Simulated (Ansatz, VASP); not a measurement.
**Pd: VASP beside Ansatz**

```
CELL_PARAMETERS angstrom
0.00000 1.95865 1.95865
1.95865 0.00000 1.95865
1.95865 1.95865 0.00000
ATOMIC_POSITIONS crystal
Pd 0.00000 0.00000 0.00000
```

Alike in both runs: task single point; functional PBE; k mesh 8 × 8 × 8; occupations gaussian, width 0.1 eV; collinear spin.

|  | VASP | Ansatz |
| --- | --- | --- |
| version | VASP 6.6.1 | Ansatz 0.2.0 |
| potentials or method | VASP PAW PBE potentials, release 64 (Pd), cutoff 500 eV | scalar-relativistic, plane waves, PAW |
| valence electrons in the cell | 10 | 18 |

Ansatz gave:

```
gap on the k mesh at the Fermi level (eV) : none
pressure (GPa)                            : 4.2
net moment per atom (μB)                  : 0.00
```

Estimate VASP's values.

gap on the k mesh at the Fermi level (eV): none; pressure (GPa): 4.0; net moment per atom (μB): 0.01.

A gap of «none» marks a metal or a gap that the smearing closes. VASP's potentials hold 10 valence electrons a cell and Ansatz's 18, so a difference there can come from the potentials and not from the codes. Ansatz's warnings: seeded moment not kept.
